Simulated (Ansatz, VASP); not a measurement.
# One calculation of NiO, two programs

The input INCAR:

```
SYSTEM = NiO
PREC = Accurate
ENCUT = 700
EDIFF = 1E-6
ISMEAR = 0
SIGMA = 0.05
LREAL = .False.
LASPH = .True.
NELM = 200
ALGO = Normal
ISIF = 2
LWAVE = .False.
LCHARG = .False.
ISPIN = 2
MAGMOM = 2 0
LORBIT = 11
LMAXMIX = 4
LDAU = .True.
LDAUTYPE = 2
LDAUL = 2 -1
LDAUU = 6.2 0
LDAUJ = 0 0
LDAUPRINT = 1
GGA = PE
NBANDS = 23
GGA_COMPAT = .False.
```

Contents of KPOINTS:

```
Automatic mesh
0
Gamma
  6 6 6
  0 0 0
```

Contents of POSCAR:

```
NiO
1.0
    1.4381403700      0.8303107300      2.3308059600
   -1.4381403700      0.8303107300      2.3308059600
    0.0000000000     -1.6606214600      2.3308059600
Ni O
1 1
Direct
    1.0000000000      0.0000000000      0.0000000000
    0.5000000000      0.5000000000      0.5000000000
```

Input for Ansatz:

```yaml
crystal:
  lattice:
    - [1.43814037, 0.83031073, 2.33080596]
    - [-1.43814037, 0.83031073, 2.33080596]
    - [0.0, -1.66062146, 2.33080596]
  atoms:
    - { symbol: Ni, position: [1.0, 0.0, 0.0], spin: 2.0 }
    - { symbol: O, position: [0.5, 0.5, 0.5] }
basis:
  ecutwfc: 420
  ecutrho_ratio: 4
kpoints:
  mp_grid: { grid: [6, 6, 6] }
hamiltonian:
  xc: pbe
  hubbard: { sites: [{ species: Ni, l: d, u_eff: 6.2 }] }
scf:
  occupations: { method: gaussian, width: 0.05 }
output:
  forces: true
  stress: true
  eigenvalues: true
  populations: true
  hubbard: { sites: [{ species: Ni, l: d }] }
magnetization:
  spin_polarized: true
```

Alike in both runs: task single point; functional PBE; k mesh 6 × 6 × 6; occupations gaussian, width 0.05 eV; collinear spin; Hubbard terms Ni d U = 6.2 eV.

|  | VASP | Ansatz |
| --- | --- | --- |
| version | VASP 6.6.1 | Ansatz 0.2.0 |
| potentials or method | VASP PAW PBE potentials, release 64 (Ni_sv_GW, O), cutoff 700 eV | scalar-relativistic, plane waves, PAW |
| valence electrons in the cell | 24 | 24 |

```tsv
	VASP	Ansatz	Ansatz less VASP
gap on the k mesh at the Fermi level (eV)	2.43	1.97	-0.460
least direct gap on the mesh (eV)	3.41	2.94	-0.469
net moment per atom (μB)	1.00	1.00	0.000
size of the moment on the site where the two differ most (μB)	1.78	1.70	-0.079
```

Site moments also hang on the region over which each program counts them. The programs project onto different local orbitals, so the same U acts differently, and such runs can settle in different states.

The k mesh is coarse, so the values compare programs but aren't converged.
